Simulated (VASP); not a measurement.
Input of a VASP 6.6.1 run:

The input INCAR:

```
SYSTEM = SnSe
PREC     = Accurate       ! precision mode
ENCUT    = 520            ! plane-wave cutoff, eV
EDIFF    = 1E-7           ! SCF threshold, eV
ISMEAR   = -1             ! smearing method
SIGMA    = 0.069          ! smearing width, eV
LREAL    = .FALSE.        ! projectors in reciprocal space
LASPH    = .TRUE.         ! aspherical terms in the spheres
NELM     = 100            ! most SCF steps
ALGO     = Normal         ! electronic algorithm
ISIF     = 2              ! what is computed and relaxed
LWAVE    = .FALSE.        ! write WAVECAR
LCHARG   = .FALSE.        ! write CHGCAR
GGA      = PE             ! functional
NBANDS   = 28             ! bands
```

The input KPOINTS:

```
Automatic mesh
0
G
  6 6 2
  0 0 0
```

File POSCAR:

```
SnSe
1.0
    5.0747781503      0.0000000000      0.0000000000
   -2.5373890752      4.3948867967      0.0000000000
    0.0000000000      0.0000000000      6.1736757433
Sn Se
2 2
Direct
    0.3123927140      0.6706416198     -0.0346066118
    0.6700344054      0.3146222108      0.4662083206
    0.3012728123      0.6128940573      0.4006073696
    0.7251426918      0.4092574128      0.9128228035
```

Potentials or basis: VASP PAW PBE potentials, release 64 (Sn_d, Se).

Command:

```bash
$ cat potpaw_PBE.64/Sn_d/POTCAR potpaw_PBE.64/Se/POTCAR > POTCAR
$ mpirun -np 1 vasp_std > vasp.out
```

(1) Predict the pressure.

(2) Predict the largest force.

(3) What does it give for the band gap on the k mesh?

Answers

(1) 2.6 GPa.

(2) 1.014 eV/Å.

(3) 0.58 eV (least direct gap 1.12 eV).

Caveat: the k points lie up to 0.51 Å⁻¹ apart; the atoms stand as in a frame of molecular dynamics; the structure was generated, so it needn't be the stable form of SnSe; semilocal functionals underestimate gaps, and a narrow one can read as zero; spin-orbit coupling is left out, which moves the levels of the heavy elements; forces of over 1 eV/Å act on the atoms, so gaps and moduli don't describe the material at rest.
